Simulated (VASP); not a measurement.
Crystal: Cr.

```
CELL_PARAMETERS angstrom
-1.44195 1.44195 1.44195
1.44195 -1.44195 1.44195
1.44195 1.44195 -1.44195
ATOMIC_POSITIONS crystal
Cr 0.00000 0.00000 0.00000
```

Program: VASP 6.6.1. Alike in all runs: task single point; level LDA; potentials or basis VASP PAW LDA potentials, release 64 (Cr_pv); spin collinear, ferromagnetic start; cell as given; k mesh 14 × 14 × 14; cutoff (eV) 500; smearing gaussian 0.05 eV.

Problem. Order these runs on this cell by their pressure, lowest first.
A. fixed moment (μB) 0.22
B. fixed moment (μB) 1.57
C. fixed moment (μB) 0.9
D. fixed moment (μB) 1.35
E. fixed moment (μB) 1.8

Solution. A (-24.3 GPa), C (-17.6 GPa), D (-10.1 GPa), B (-5.8 GPa), E (-1.1 GPa).

Caveats: the total moment is fixed, so each spin has its own Fermi level.
